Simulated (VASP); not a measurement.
Wanted: the native input for a VASP 6.6.1 run.

```yaml
Task: relaxation of cell and atoms
Functional: PBE
Potentials_or_basis: VASP PAW PBE potentials, release 64 (I)
Cutoff: 500 eV
k_mesh: 15 × 15 × 15
Occupations: fermi-dirac, width 0.05 eV
Spin: no spin polarisation
Target_pressure: 110 GPa
Dipole_correction: no
Further_INCAR_settings: ALGO = Normal; EDIFF = 1e-07; IBRION = 2; EDIFFG = -0.005; NSW = 32; ISIF = 3
```

The structure of I lies in POSCAR:

```
I
1.0
    2.6638244046      0.0000000000      0.0000000000
    0.0000000000      2.6638244046      0.0000000000
    0.0000000000      0.0000000000      2.6638244046
I
1
Direct
    0.0000000000      0.0000000000      0.0000000000
```

One way to write it, as run:

INCAR

```
ALGO = Normal ; EDIFF = 1E-7
EDIFFG = -0.005 ; ENCUT = 500
GGA = PE ; GGA_COMPAT = F
IBRION = 2 ; ISIF = 3
ISMEAR = -1 ; LASPH = T
LCHARG = F ; LREAL = F
LWAVE = F ; NELM = 120
NELMIN = 4 ; NSW = 32
PREC = Accurate ; PSTRESS = 1100.0
SIGMA = 0.05
```

KPOINTS

```
k-points
0
Gamma
  15 15 15
```

Potentials or basis: VASP PAW PBE potentials, release 64 (I).

Command:

```sh
$ cat potpaw_PBE.64/I/POTCAR > POTCAR
$ mpirun -np 1 vasp_std > vasp.out
```

Results of the run:

* Relaxed volume: 18.88 Å³/atom
* Relaxed cell: a = 2.663 Å, b = 2.663 Å, c = 2.663 Å, α = 90.00°, β = 90.00°, γ = 90.00°
* Space group after relaxing (to 0.1 Å): Pm-3m (No. 221)
* Energy change on relaxing (the run minimises the enthalpy): +14.2 meV/atom
* Ionic steps: 3
* Pressure after relaxing: 110.0 GPa
* Band gap on the k mesh: zero (an odd number of electrons rules out a gap without spin polarisation)

Caveat: the cell is relaxed towards a set pressure, so the run minimises the enthalpy, not the energy; spin-orbit coupling is left out, which moves the levels of the heavy elements; an odd number of electrons without spin polarisation forces a metal; a magnetic or distorted state may lie lower.

Run time: 17 s on 1 thread of Intel(R) Xeon(R) Platinum 8488C (Sapphire Rapids) (shared host), peak memory 0.13 GiB.
